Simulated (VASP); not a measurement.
# FeO (Fm-3m) in VASP: single point with PBE

Aim: the single point of FeO with PBE.

Program: VASP 6.6.1. These are calculated values, not measurements. Logs are shortened: lines on timing, memory, paths and dates and some standing lists are left out, and cuts for length are marked.

## 1. The cell of the first run

It takes space group Fm-3m (No. 225, cubic). The conventional cell has a = 4.035 Å, b = 4.035 Å, c = 4.035 Å, α = 90.00°, β = 90.00°, γ = 90.00°. Fe (site symmetry m-3m) has 6 O at 2.02 Å within 2.7 Å. Within 2.7 Å of O (site symmetry m-3m) lie 6 Fe at 2.02 Å.

## 2. Single point, PBE (8.21 Å³/atom)

INCAR reads:

```
SYSTEM = FeO
PREC = Accurate
ENCUT = 1340
EDIFF = 1E-6
ISMEAR = 0
SIGMA = 0.05
LREAL = .FALSE.
LASPH = .TRUE.
NELM = 120
ALGO = Normal
ISIF = 2
LWAVE = .FALSE.
LCHARG = .FALSE.
GGA = PE
NBANDS = 18
GGA_COMPAT = .FALSE.
```

KPOINTS reads:

```
regular mesh
0
G
  14 14 14
  0 0 0
```

POSCAR reads:

```
FeO
1.0
    0.0000000000      2.0175544629      2.0175544629
    2.0175544629      0.0000000000      2.0175544629
    2.0175544629      2.0175544629      0.0000000000
Fe O
1 1
Direct
    0.0000000000      0.0000000000      0.0000000000
    0.5000000000      0.5000000000      0.5000000000
```

Potentials or basis: VASP PAW PBE potentials, release 64 (Fe_sv, O_h).

Started as:

```
cat potpaw_PBE.64/Fe_sv/POTCAR potpaw_PBE.64/O_h/POTCAR > POTCAR
mpirun -np 1 vasp_std > vasp.out
```

OUTCAR:

```text
SYSTEM = FeO
   PREC = Accurate
   ENCUT = 1340
   EDIFF = 1E-6
   ISMEAR = 0
   LREAL = .FALSE.
   LASPH = .TRUE.
   NELM = 120
   ISIF = 2
   GGA = PE

 ion  position               nearest neighbor table
   1  0.000  0.000  0.000-   2 2.02   2 2.02   2 2.02   2 2.02   2 2.02   2 2.02
   2  0.500  0.500  0.500-   1 2.02   1 2.02   1 2.02   1 2.02   1 2.02   1 2.02

  LATTYP: Found a face centered cubic cell.
 ALAT       =     4.0351089258

  Lattice vectors:

 A1 = (   0.0000000000,   2.0175544629,   2.0175544629)
 A2 = (   2.0175544629,   0.0000000000,   2.0175544629)
 A3 = (   2.0175544629,   2.0175544629,   0.0000000000)

Analysis of symmetry for initial positions (statically):
=====================================================================
 Subroutine PRICEL returns:
 Original cell was already a primitive cell.

 Routine SETGRP: Setting up the symmetry group for a
 face centered cubic supercell.

 Subroutine GETGRP returns: Found 48 space group operations
 (whereof 48 operations were pure point group operations)
 out of a pool of 48 trial point group operations.

The static configuration has the point symmetry O_h .

Analysis of symmetry for dynamics (positions and initial velocities):
=====================================================================
 Subroutine PRICEL returns:
 Original cell was already a primitive cell.

 Routine SETGRP: Setting up the symmetry group for a
 face centered cubic supercell.

 Subroutine GETGRP returns: Found 48 space group operations
 (whereof 48 operations were pure point group operations)
 out of a pool of 48 trial point group operations.

The dynamic configuration has the point symmetry O_h .

 Subroutine INISYM returns: Found 48 space group operations
 (whereof 48 operations are pure point group operations),
 and found     1 'primitive' translations

----------------------------------------------------------------------------------------

                                     Primitive cell

  volume of cell :      16.4250

  direct lattice vectors                    reciprocal lattice vectors
     0.000000000  2.017554463  2.017554463    -0.247824785  0.247824785  0.247824785
     2.017554463  0.000000000  2.017554463     0.247824785 -0.247824785  0.247824785
     2.017554463  2.017554463  0.000000000     0.247824785  0.247824785 -0.247824785

  length of vectors
     2.853252884  2.853252884  2.853252884     0.429245118  0.429245118  0.429245118

  position of ions in fractional coordinates (direct lattice)
     0.000000000  0.000000000  0.000000000
     0.500000000  0.500000000  0.500000000

  ion indices of the primitive-cell ions
   primitive index   ion index
                 1           1
                 2           2

----------------------------------------------------------------------------------------

 KPOINTS: regular mesh

Automatic generation of k-mesh.
 Grid dimensions read from file:
 generate k-points for:   14   14   14

 Generating k-lattice:

  Cartesian coordinates                     Fractional coordinates (reciprocal lattice)
    -0.017701770  0.017701770  0.017701770     0.071428571  0.000000000  0.000000000
     0.017701770 -0.017701770  0.017701770     0.000000000  0.071428571  0.000000000
     0.017701770  0.017701770 -0.017701770     0.000000000  0.000000000  0.071428571

  Length of vectors
     0.030660366  0.030660366  0.030660366

  Shift w.r.t. Gamma in fractional coordinates (k-lattice)
     0.000000000  0.000000000  0.000000000

 Subroutine IBZKPT returns following result:
 ===========================================

 Found    104 irreducible k-points:

 Following reciprocal coordinates:
            Coordinates               Weight
  0.000000  0.000000  0.000000      1.000000
  0.071429  0.000000  0.000000      8.000000
  0.142857  0.000000  0.000000      8.000000
  0.214286  0.000000  0.000000      8.000000
  0.285714  0.000000  0.000000      8.000000
  0.357143  0.000000  0.000000      8.000000
[... 16 lines left out ...]
  0.214286  0.142857  0.000000     24.000000
  0.285714  0.142857  0.000000     24.000000
 [... further k-points ...]
   k-points           NKPTS =    104   k-points in BZ     NKDIM =    104   number of bands    NBANDS=     18
   number of dos      NEDOS =    301   number of ions     NIONS =      2
   total plane-waves  NPLWV =  46656
   dimension x,y,z NGX =    36 NGY =   36 NGZ =   36
   dimension x,y,z NGXF=    72 NGYF=   72 NGZF=   72
   ions per type =               1   1
   NGX,Y,Z   is equivalent  to a cutoff of  20.98, 20.98, 20.98 a.u.
   NGXF,Y,Z  is equivalent  to a cutoff of  41.95, 41.95, 41.95 a.u.
 SYSTEM =  FeO
   PREC   = accura    normal or accurate (medium, high low for compatibility)
   ISTART =      0    job   : 0-new  1-cont  2-samecut
   ICHARG =      2    charge: 1-file 2-atom 10-const
   ISPIN  =      1    spin polarized calculation?
   LNONCOLLINEAR =      F non collinear calculations
   LSORBIT =      F    spin-orbit coupling
   LASPH  =      T    aspherical Exc in radial PAW
   ENCUT  = 1340.0 eV  98.49 Ry    9.92 a.u.   8.52  8.52  8.52*2*pi/ulx,y,z
   NELM   =    120;   NELMIN=  2; NELMDL= -5     # of ELM steps
   EDIFF  = 0.1E-05   stopping-criterion for ELM
   LREAL  =      F    real-space projection
   EDIFFG = 0.1E-04   stopping-criterion for IOM
   NSW    =      0    number of steps for IOM
   IBRION =     -1    ionic relax: 0-MD 1-quasi-New 2-CG
   NFREE  =      0    steps in history (QN), initial steepest desc. (CG)
   ISIF   =      2    stress and relaxation
   ISYM   =      2    0-nonsym 1-usesym 2-fastsym
   POTIM  = 0.5000    time-step for ionic-motion
   TEBEG  =    0.0;   TEEND  =   0.0 temperature during run
   PSTRESS=    0.0 pullay stress
   NELECT =      22.0000    total number of electrons
   NUPDOWN=      -1.0000    fix difference up-down
   EMIN   =  10.00;   EMAX   =-10.00  energy-range for DOS
   EFERMI =   0.00;   METHOD = LEGACY
   ISMEAR =     0;   SIGMA  =   0.05  broadening in eV -4-tet -1-fermi 0-gaus
   EFERMI_NEDOS =   21; number of points for ismear=-14 and -15
   IALGO  =     38    algorithm
   IMIX   =      4    mixing-type and parameters
     AMIX     =   0.40;   BMIX     =  1.00
     AMIX_MAG =   1.60;   BMIX_MAG =  1.00
  volume/ion in A,a.u.               =       8.21        55.42
  Fermi-wavevector in a.u.,A,eV,Ry     =   1.804598  3.410196 44.308376  3.256574
  Thomas-Fermi vector in A             =   2.864469
   LORBIT       =      0    0 simple, 1 ext, 2 COOP (PROOUT), +10 PAW based schemes
   GGA     = PE    functional components
   LHFCALC =     F    Hartree Fock is set to
   AEXX    =    0.0000 exact exchange contribution
   IVDW    =     0    specifies the selected vdW correction
   LEPSILON=     F    determine dielectric tensor
   LRPA    =     F    only Hartree local field effects (RPA)
 non-spin polarized calculation
 Gauss-broadening in eV      SIGMA  =   0.05
  energy-cutoff  :     1340.00
  volume of cell :       16.43
 maximum number of plane-waves:      1851
 NGX is ok and might be reduce to    36
   NGX = 17   NGY = 17   NGZ = 17

 number of electron      22.0000000 magnetization

 Free energy of the ion-electron system (eV)
  ---------------------------------------------------
  ext. energy  EPLUGINS =         0.00000000
  ---------------------------------------------------
  free energy    TOTEN  =       -13.87495966 eV

  energy without entropy =      -13.86559474  energy(sigma->0) =      -13.87027720

 E-fermi :  12.7733     XC(G=0): -13.7774

 val. band max:       12.7700965139   @ k =  -0.4286   0.3571   0.1429
 cond. band min:      12.7733444659   @ k =   0.3571   0.3571   0.0000
 fundamental gap:      0.0032479520
 Fermi energy:        12.7733054380

 k-point     1 :       0.0000    0.0000    0.0000
  band No.  band energies     occupation
      1     -74.2211      2.00000
      2     -40.2899      2.00000
      3     -40.2899      2.00000
      4     -40.2899      2.00000
      5      -9.5470      2.00000
      6       8.2526      2.00000
[... 10 lines left out ...]
     17      32.6763      0.00000
     18      32.6763      0.00000

 k-point     2 :       0.0714    0.0000    0.0000
  band No.  band energies     occupation
      1     -74.2202      2.00000
      2     -40.2970      2.00000
      3     -40.2907      2.00000
      4     -40.2907      2.00000
      5      -9.4777      2.00000
      6       7.8298      2.00000
[... 10 lines left out ...]
     17      32.5613      0.00000
     18      32.9731      0.00000

 k-point     3 :       0.1429    0.0000    0.0000
  band No.  band energies     occupation
      1     -74.2179      2.00000
      2     -40.3170      2.00000
      3     -40.2930      2.00000
      4     -40.2930      2.00000
      5      -9.2783      2.00000
      6       6.8561      2.00000
[... 10 lines left out ...]
     17      32.0653      0.00000
     18      33.6018      0.00000

 k-point     4 :       0.2143    0.0000    0.0000
  band No.  band energies     occupation
      1     -74.2146      2.00000
      2     -40.3457      2.00000
      3     -40.2963      2.00000
      4     -40.2963      2.00000
      5      -8.9751      2.00000
      6       5.7116      2.00000
[... 375 lines left out ...]
      4     -40.2994      2.00000
      5      -9.2049      2.00000
      6       6.2623      2.00000
[... 10 lines left out ...]
     17      31.3520      0.00000
     18      32.4528      0.00000

 k-point    23 :       0.2143    0.1429    0.0000
  band No.  band energies     occupation
      1     -74.2144      2.00000
      2     -40.3335      2.00000
      3     -40.3040      2.00000
      4     -40.3025      2.00000
      5      -8.9985      2.00000
      6       5.6060      2.00000
[... 10 lines left out ...]
     17      30.8564      0.00000
     18      31.9829      0.00000

 k-point    24 :       0.2857    0.1429    0.0000
  band No.  band energies     occupation
      1     -74.2111      2.00000
      2     -40.3594      2.00000
      3     -40.3084      2.00000
      4     -40.3061      2.00000
      5      -8.7139      2.00000
      6       4.9203      2.00000
[... 10 lines left out ...]
     17      30.2030      0.00000
     18      32.7179      0.00000

 [... further k-points ...]

------------------------ aborting loop because EDIFF is reached ----------------------------------------

  FORCE on cell =-STRESS in cart. coord.  units (eV):
  Direction    XX          YY          ZZ          XY          YZ          ZX
  --------------------------------------------------------------------------------------
  -------------------------------------------------------------------------------------
  Total        1.0227257      1.0227257      1.0227257     -0.0000000      0.0000000      0.0000000
  in kB       99.7617257     99.7617257     99.7617257     -0.0000000      0.0000000      0.0000000
  external PRESSURE =      99.7617257 kB  Pullay stress =       0.0000000 kB

 VOLUME and BASIS-vectors are now :
 -----------------------------------------------------------------------------
  energy-cutoff  :     1340.00
  volume of cell :       16.43
      direct lattice vectors                 reciprocal lattice vectors
     0.000000000  2.017554463  2.017554463    -0.247824785  0.247824785  0.247824785
     2.017554463  0.000000000  2.017554463     0.247824785 -0.247824785  0.247824785
     2.017554463  2.017554463  0.000000000     0.247824785  0.247824785 -0.247824785

 POSITION                                       TOTAL-FORCE (eV/Angst)
 -----------------------------------------------------------------------------------
      0.00000      0.00000      0.00000        -0.000000      0.000000     -0.000000
      2.01755      2.01755      2.01755         0.000000     -0.000000      0.000000
 -----------------------------------------------------------------------------------
    total drift:                                0.000000      0.000000      0.000000

  FREE ENERGIE OF THE ION-ELECTRON SYSTEM (eV)
  ---------------------------------------------------
  free  energy   TOTEN  =       -13.8749596570 eV

  energy  without entropy=      -13.8655947430  energy(sigma->0) =      -13.87027720
```

It took 2.3 min on 1 thread of Intel Xeon 6975P-C (Granite Rapids), shared host; peak memory 0.28 GiB.

What came out:

```yaml
Free_energy: -13.8750 eV
Pressure: 10.0 GPa
Band_gap_on_the_k_mesh: zero (bands 11 and 12 overlap by 1.18 eV)
```

Levels at points of the mesh, in eV from the Fermi level:
```
           k point  band 8  band 9  band 10  band 11  band 12  band 13  band 14  band 15
(0.00, 0.00, 0.00)   -4.52   -1.82    -1.82    -1.82    -1.14    -1.14     2.14    16.62
(0.50, 0.00, 0.00)   -7.03   -0.41    -0.41    -0.07     2.31     2.31     5.39    11.30
(0.50, 0.50, 0.00)   -5.81   -3.48    -0.47     0.04     0.04     0.39     8.16    10.61
```

Caveat: the cell stands under pressure; the run has no spin polarisation, though such a crystal can be magnetic; semilocal functionals often make such compounds metallic where correlation or magnetic order opens a gap, which also shifts bond lengths. With open d or f shells a metallic result of PBE can be an artefact of self-interaction; +U or a hybrid may open a gap.
